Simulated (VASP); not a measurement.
# Ga (P6_3/mmc) in VASP: notebook

Ga is run at these levels: LDA; tasks: single point.

Everything below comes from runs of VASP 6.6.1. Logs are shortened: lines on timing, memory, paths and dates and some standing lists are left out, and cuts for length are marked.

## (1) The cell of the first run

Symmetry: P6_3/mmc, No. 194, hexagonal system. The conventional cell has a = 2.557 Å, b = 2.557 Å, c = 4.213 Å, α = 90.00°, β = 90.00°, γ = 120.00°. Ga (site symmetry -6m2) has 12 Ga at 2.56 to 2.57 Å within 3.4 Å.

This isn't the form of Ga at room conditions, which is orthorhombic.

## (2) Single point, LDA

INCAR

```
SYSTEM = Ga
  PREC = Accurate
  ENCUT = 520
  EDIFF = 1E-6
  ISMEAR = -1
  SIGMA = 0.08
  LREAL = .False.
  LASPH = .True.
  NELM = 100
  ALGO = Normal
  ISIF = 2
  LWAVE = .False.
  LCHARG = .True.
  LELF = .True.
  LVHAR = .True.
  NBANDS = 20
```

KPOINTS

```
regular mesh
0
Gamma
  17 17 9
  0 0 0
```

POSCAR

```
Ga
1.0
    2.5572389608      0.0000000000      0.0000000000
   -1.2786194804      2.2146339036      0.0000000000
    0.0000000000      0.0000000000      4.2132026615
Ga
2
Direct
    0.3333333333      0.6666666667      0.2500000000
    0.6666666667      0.3333333333      0.7500000000
```

Potentials or basis: VASP PAW LDA potentials, release 64 (Ga_d).

Launch:

```sh
$ cat potpaw_LDA.64/Ga_d/POTCAR > POTCAR
$ mpirun -np 1 vasp_std > vasp.out
```

OUTCAR:

```text
SYSTEM = Ga
   PREC = Accurate
   ENCUT = 520
   EDIFF = 1E-6
   ISMEAR = -1
   LREAL = .False.
   LASPH = .True.
   NELM = 100
   ISIF = 2

 ion  position               nearest neighbor table
   1  0.333  0.667  0.250-   2 2.57   2 2.57   2 2.57   2 2.57   2 2.57   2 2.57
   2  0.667  0.333  0.750-   1 2.57   1 2.57   1 2.57   1 2.57   1 2.57   1 2.57

  LATTYP: Found a hexagonal cell.
 ALAT       =     2.5572389608
 C/A-ratio  =     1.6475592333

  Lattice vectors:

 A1 = (   2.5572389608,   0.0000000000,   0.0000000000)
 A2 = (  -1.2786194804,   2.2146339036,   0.0000000000)
 A3 = (   0.0000000000,   0.0000000000,   4.2132026615)

Analysis of symmetry for initial positions (statically):
=====================================================================
 Subroutine PRICEL returns:
 Original cell was already a primitive cell.

 Routine SETGRP: Setting up the symmetry group for a
 hexagonal supercell.

 Subroutine GETGRP returns: Found 24 space group operations
 (whereof 12 operations were pure point group operations)
 out of a pool of 24 trial point group operations.

The static configuration has the point symmetry D_3d.
 The point group associated with its full space group is D_6h.

Analysis of symmetry for dynamics (positions and initial velocities):
=====================================================================
 Subroutine PRICEL returns:
 Original cell was already a primitive cell.

 Routine SETGRP: Setting up the symmetry group for a
 hexagonal supercell.

 Subroutine GETGRP returns: Found 24 space group operations
 (whereof 12 operations were pure point group operations)
 out of a pool of 24 trial point group operations.

The dynamic configuration has the point symmetry D_3d.
 The point group associated with its full space group is D_6h.

 Subroutine INISYM returns: Found 24 space group operations
 (whereof 12 operations are pure point group operations),
 and found     1 'primitive' translations

----------------------------------------------------------------------------------------

                                     Primitive cell

  volume of cell :      23.8608

  direct lattice vectors                    reciprocal lattice vectors
     2.557238961  0.000000000  0.000000000     0.391046756  0.225770950  0.000000000
    -1.278619480  2.214633904  0.000000000     0.000000000  0.451541900  0.000000000
     0.000000000  0.000000000  4.213202661     0.000000000  0.000000000  0.237349133

  length of vectors
     2.557238961  2.557238961  4.213202661     0.451541900  0.451541900  0.237349133

  position of ions in fractional coordinates (direct lattice)
     0.333333333  0.666666667  0.250000000
     0.666666667  0.333333333  0.750000000

  ion indices of the primitive-cell ions
   primitive index   ion index
                 1           1
                 2           2

----------------------------------------------------------------------------------------

 KPOINTS: regular mesh

Automatic generation of k-mesh.
 Grid dimensions read from file:
 generate k-points for:   17   17    9

 Generating k-lattice:

  Cartesian coordinates                     Fractional coordinates (reciprocal lattice)
     0.023002750  0.013280644  0.000000000     0.058823529  0.000000000  0.000000000
     0.000000000  0.026561288  0.000000000     0.000000000  0.058823529  0.000000000
     0.000000000  0.000000000  0.026372126     0.000000000  0.000000000  0.111111111

  Length of vectors
     0.026561288  0.026561288  0.026372126

  Shift w.r.t. Gamma in fractional coordinates (k-lattice)
     0.000000000  0.000000000  0.000000000

 Subroutine IBZKPT returns following result:
 ===========================================

 Found    165 irreducible k-points:

 Following reciprocal coordinates:
            Coordinates               Weight
  0.000000  0.000000  0.000000      1.000000
  0.058824  0.000000  0.000000      6.000000
  0.117647  0.000000  0.000000      6.000000
  0.176471  0.000000  0.000000      6.000000
  0.235294  0.000000  0.000000      6.000000
  0.294118  0.000000  0.000000      6.000000
[... 16 lines left out ...]
  0.411765  0.117647  0.000000     12.000000
  0.176471  0.176471  0.000000      6.000000
 [... further k-points ...]
   k-points           NKPTS =    165   k-points in BZ     NKDIM =    165   number of bands    NBANDS=     20
   number of dos      NEDOS =    301   number of ions     NIONS =      2
   total plane-waves  NPLWV =  12800
   dimension x,y,z NGX =    20 NGY =   20 NGZ =   32
   dimension x,y,z NGXF=    40 NGYF=   40 NGZF=   64
   ions per type =               2
   NGX,Y,Z   is equivalent  to a cutoff of  13.00, 13.00, 12.63 a.u.
   NGXF,Y,Z  is equivalent  to a cutoff of  26.00, 26.00, 25.25 a.u.
 SYSTEM =  Ga
   PREC   = accura    normal or accurate (medium, high low for compatibility)
   ISTART =      0    job   : 0-new  1-cont  2-samecut
   ICHARG =      2    charge: 1-file 2-atom 10-const
   ISPIN  =      1    spin polarized calculation?
   LNONCOLLINEAR =      F non collinear calculations
   LSORBIT =      F    spin-orbit coupling
   LASPH  =      T    aspherical Exc in radial PAW
   ENCUT  =  520.0 eV  38.22 Ry    6.18 a.u.   4.75  4.75  7.83*2*pi/ulx,y,z
   NELM   =    100;   NELMIN=  2; NELMDL= -5     # of ELM steps
   EDIFF  = 0.1E-05   stopping-criterion for ELM
   LREAL  =      F    real-space projection
   EDIFFG = 0.1E-04   stopping-criterion for IOM
   NSW    =      0    number of steps for IOM
   IBRION =     -1    ionic relax: 0-MD 1-quasi-New 2-CG
   NFREE  =      0    steps in history (QN), initial steepest desc. (CG)
   ISIF   =      2    stress and relaxation
   ISYM   =      2    0-nonsym 1-usesym 2-fastsym
   POTIM  = 0.5000    time-step for ionic-motion
   TEBEG  =    0.0;   TEEND  =   0.0 temperature during run
   PSTRESS=    0.0 pullay stress
   NELECT =      26.0000    total number of electrons
   NUPDOWN=      -1.0000    fix difference up-down
   EMIN   =  10.00;   EMAX   =-10.00  energy-range for DOS
   EFERMI =   0.00;   METHOD = LEGACY
   ISMEAR =    -1;   SIGMA  =   0.08  broadening in eV -4-tet -1-fermi 0-gaus
   EFERMI_NEDOS =   21; number of points for ismear=-14 and -15
   IALGO  =     38    algorithm
   IMIX   =      4    mixing-type and parameters
     AMIX     =   0.40;   BMIX     =  1.00
     AMIX_MAG =   1.60;   BMIX_MAG =  1.00
  volume/ion in A,a.u.               =      11.93        80.51
  Fermi-wavevector in a.u.,A,eV,Ry     =   1.684628  3.183486 38.612958  2.837972
  Thomas-Fermi vector in A             =   2.767617
   LORBIT       =      0    0 simple, 1 ext, 2 COOP (PROOUT), +10 PAW based schemes
   GGA     = CA    functional components
   LHFCALC =     F    Hartree Fock is set to
   AEXX    =    0.0000 exact exchange contribution
   IVDW    =     0    specifies the selected vdW correction
   LEPSILON=     F    determine dielectric tensor
   LRPA    =     F    only Hartree local field effects (RPA)
 non-spin polarized calculation
  energy-cutoff  :      520.00
  volume of cell :       23.86
 maximum number of plane-waves:       658
 NGX is ok and might be reduce to    20
   NGX =  9   NGY =  9   NGZ = 15

 number of electron      25.9999991 magnetization

 Free energy of the ion-electron system (eV)
  ---------------------------------------------------
  ext. energy  EPLUGINS =         0.00000000
  ---------------------------------------------------
  free energy    TOTEN  =        -5.76010026 eV

  energy without entropy =       -5.74603717  energy(sigma->0) =       -5.75306871

 E-fermi :  10.8556     XC(G=0): -13.8901

 val. band max:       10.8442563529   @ k =   0.2941   0.2353   0.4444
 cond. band min:      10.9266907922   @ k =   0.2941   0.0588   0.2222
 fundamental gap:      0.0824344393
 Fermi energy:        10.8556378367

 k-point     1 :       0.0000    0.0000    0.0000
  band No.  band energies     occupation
      1      -5.5914      2.00000
      2      -5.1677      2.00000
      3      -5.1110      2.00000
      4      -5.1110      2.00000
      5      -5.0373      2.00000
      6      -5.0373      2.00000
[... 12 lines left out ...]
     19      28.3110      0.00000
     20      29.3285      0.00000

 k-point     2 :       0.0588    0.0000    0.0000
  band No.  band energies     occupation
      1      -5.5703      2.00000
      2      -5.1810      2.00000
      3      -5.0961      2.00000
      4      -5.0908      2.00000
      5      -5.0433      2.00000
      6      -5.0189      2.00000
[... 12 lines left out ...]
     19      29.4506      0.00000
     20      29.8181      0.00000

 k-point     3 :       0.1176    0.0000    0.0000
  band No.  band energies     occupation
      1      -5.5183      2.00000
      2      -5.2114      2.00000
      3      -5.0799      2.00000
      4      -5.0440      2.00000
      5      -5.0324      2.00000
      6      -4.9657      2.00000
[... 12 lines left out ...]
     19      29.3777      0.00000
     20      29.4569      0.00000

 k-point     4 :       0.1765    0.0000    0.0000
  band No.  band energies     occupation
      1      -5.4764      2.00000
      2      -5.2314      2.00000
      3      -5.1114      2.00000
      4      -5.0342      2.00000
      5      -4.9893      2.00000
      6      -4.9690      2.00000
[... 12 lines left out ...]
     19      28.8424      0.00000
     20      29.5510      0.00000

 k-point     5 :       0.2353    0.0000    0.0000
  band No.  band energies     occupation
      1      -5.4931      2.00000
      2      -5.2486      2.00000
      3      -5.1455      2.00000
      4      -5.1041      2.00000
      5      -5.0113      2.00000
      6      -4.9150      2.00000
[... 12 lines left out ...]
     19      27.7226      0.00000
     20      29.2225      0.00000

 k-point     6 :       0.2941    0.0000    0.0000
  band No.  band energies     occupation
      1      -5.5495      2.00000
      2      -5.3004      2.00000
      3      -5.2671      2.00000
      4      -5.0526      2.00000
      5      -5.0400      2.00000
      6      -4.8695      2.00000
[... 12 lines left out ...]
     19      26.7011      0.00000
     20      28.3747      0.00000

 k-point     7 :       0.3529    0.0000    0.0000
  band No.  band energies     occupation
      1      -5.6112      2.00000
      2      -5.3756      2.00000
      3      -5.3574      2.00000
      4      -5.0880      2.00000
      5      -4.9755      2.00000
      6      -4.9152      2.00000
[... 12 lines left out ...]
     19      25.8941      0.00000
     20      27.6982      0.00000
[... 277 lines left out ...]
 k-point    20 :       0.2353    0.1176    0.0000
  band No.  band energies     occupation
      1      -5.4680      2.00000
      2      -5.2873      2.00000
      3      -5.2817      2.00000
      4      -5.0936      2.00000
      5      -5.0404      2.00000
      6      -4.8637      2.00000
[... 12 lines left out ...]
     19      24.5453      0.00000
     20      26.9030      0.00000

 k-point    21 :       0.2941    0.1176    0.0000
  band No.  band energies     occupation
      1      -5.5279      2.00000
      2      -5.3823      2.00000
      3      -5.3060      2.00000
      4      -5.1159      2.00000
      5      -4.9872      2.00000
      6      -4.9121      2.00000
[... 12 lines left out ...]
     19      23.8982      0.00000
     20      26.4231      0.00000

 k-point    22 :       0.3529    0.1176    0.0000
  band No.  band energies     occupation
      1      -5.5751      2.00000
      2      -5.4553      2.00000
      3      -5.3335      2.00000
      4      -5.1281      2.00000
      5      -4.9512      2.00000
      6      -4.9347      2.00000
[... 12 lines left out ...]
     19      23.4744      0.00000
     20      26.0923      0.00000

 k-point    23 :       0.4118    0.1176    0.0000
  band No.  band energies     occupation
      1      -5.6007      2.00000
      2      -5.4933      2.00000
      3      -5.3509      2.00000
      4      -5.1325      2.00000
      5      -4.9737      2.00000
      6      -4.9049      2.00000
[... 12 lines left out ...]
     19      23.2638      0.00000
     20      25.9249      0.00000

 k-point    24 :       0.1765    0.1765    0.0000
  band No.  band energies     occupation
      1      -5.3672      2.00000
      2      -5.3470      2.00000
      3      -5.2615      2.00000
      4      -5.1032      2.00000
      5      -5.0152      2.00000
      6      -4.8850      2.00000
[... 12 lines left out ...]
     19      23.3956      0.00000
     20      29.4055      0.00000

 [... further k-points ...]

------------------------ aborting loop because EDIFF is reached ----------------------------------------

  FORCE on cell =-STRESS in cart. coord.  units (eV):
  Direction    XX          YY          ZZ          XY          YZ          ZX
  --------------------------------------------------------------------------------------
  -------------------------------------------------------------------------------------
  Total        8.6233262      8.6233262      8.6241255      0.0000000      0.0000000      0.0000000
  in kB      579.0282988    579.0282988    579.0819739      0.0000000      0.0000000      0.0000000
  external PRESSURE =     579.0461905 kB  Pullay stress =       0.0000000 kB

 VOLUME and BASIS-vectors are now :
 -----------------------------------------------------------------------------
  energy-cutoff  :      520.00
  volume of cell :       23.86
      direct lattice vectors                 reciprocal lattice vectors
     2.557238961  0.000000000  0.000000000     0.391046756  0.225770950  0.000000000
    -1.278619480  2.214633904  0.000000000     0.000000000  0.451541900  0.000000000
     0.000000000  0.000000000  4.213202661     0.000000000  0.000000000  0.237349133

 POSITION                                       TOTAL-FORCE (eV/Angst)
 -----------------------------------------------------------------------------------
     -0.00000      1.47642      1.05330         0.000000     -0.000000     -0.000000
      1.27862      0.73821      3.15990        -0.000000      0.000000      0.000000
 -----------------------------------------------------------------------------------
    total drift:                               -0.000000      0.000000     -0.000000

  FREE ENERGIE OF THE ION-ELECTRON SYSTEM (eV)
  ---------------------------------------------------
  free  energy   TOTEN  =        -5.7601002552 eV

  energy  without entropy=       -5.7460371665  energy(sigma->0) =       -5.75306871
```

It took 46 s on 1 thread of Intel Xeon Platinum 8259CL at 2.50GHz (Skylake/Cascade Lake), shared host; peak memory 0.17 GiB.

Results:

| Item | Value |
| --- | --- |
| Free energy | -5.7601 eV |
| Pressure | 57.9 GPa |
| Band gap on the k mesh | zero (bands 13 and 14 overlap by 8.65 eV) |

Levels at points of the mesh, in eV from the Fermi level:
```tsv
k point	band 9	band 10	band 11	band 12	band 13	band 14	band 15	band 16	band 17	band 18
(0.00, 0.00, 0.00)	-15.53	-15.39	-15.39	-6.87	-5.68	14.02	14.02	16.33	16.33	16.85
```

Caveat: the cell stands under pressure.

## (3) Single point, LDA

INCAR

```
PREC     = Accurate       # precision mode
ENCUT    = 520            # plane-wave cutoff, eV
EDIFF    = 1E-6           # SCF threshold, eV
ISMEAR   = -1             # smearing method
SIGMA    = 0.08           # smearing width, eV
LREAL    = F              # projectors in reciprocal space
LASPH    = T              # aspherical terms in the spheres
NELM     = 60             # most SCF steps
ALGO     = Normal         # electronic algorithm
ISIF     = 2              # what is computed and relaxed
LWAVE    = F              # write WAVECAR
LCHARG   = F              # write CHGCAR
NBANDS   = 20             # bands
```

KPOINTS

```
regular mesh
0
Gamma
  17 17 9
```

POSCAR

```
Ga
1.0
    2.5575171758      0.0000000000      0.0000000000
   -1.2787585879      2.2148748449      0.0000000000
    0.0000000000      0.0000000000      4.2137966827
Ga
2
Direct
    0.3333333333      0.6666666667      0.2500000000
    0.6666666667      0.3333333333      0.7500000000
```

Potentials or basis: VASP PAW LDA potentials, release 64 (Ga_d).

Launch:

```sh
$ cat potpaw_LDA.64/Ga_d/POTCAR > POTCAR
$ mpirun -np 1 vasp_std > vasp.out
```

Wall time 56 s (1 thread of Intel Xeon Platinum 8259CL at 2.50GHz (Skylake/Cascade Lake), shared host); peak memory 0.17 GiB.

Results (log left out):

```
Free energy            : -5.7632 eV
Pressure               : 57.8 GPa
Band gap on the k mesh : zero (bands 13 and 14 overlap by 8.65 eV)
```

Levels at points of the mesh, in eV from the Fermi level:
| k point | band 10 | band 11 | band 12 | band 13 | band 14 | band 15 | band 16 | band 17 |
| --- | --- | --- | --- | --- | --- | --- | --- | --- |
| (0.00, 0.00, 0.00) | -15.39 | -15.39 | -6.87 | -5.68 | 14.01 | 14.01 | 16.33 | 16.33 |

Caveat: the cell stands under pressure.
